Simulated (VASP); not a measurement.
Runs of VASP 6.6.1 on SiC. The structure is that of space group F-43m (No. 216), or close to it. The cells are those of the table. 

```tsv
task	cell	gap on the mesh (eV)	pressure (GPa)
single point	a = 3.061 Å, angles 60.0°, 2 atoms	1.29	0.4
single point	a = 3.053, b = 3.053, c = 3.061 Å, angles 59.9, 59.9, 60.2°, 2 atoms	1.23	(b)
single point	a = 3.046 Å, angles 60.0°, 2 atoms	1.27	(a)
relaxation of the atoms	atoms relaxed from a = 3.069 Å, angles 59.7°, 2 atoms	1.26	0.4
relaxation of the atoms	atoms relaxed from a = 3.053 Å, angles 60.3°, 2 atoms	1.23	0.4
```

Alike in all rows: level LDA; potentials or basis VASP PAW LDA potentials, release 64 (Si, C); no spin polarisation; k mesh 8 × 8 × 8; cutoff (eV) 520; smearing gaussian 0.01 eV.

Q: Fill in the values left out.

A: (a) 4.0; (b) 1.6.

A k mesh can miss the band edges.
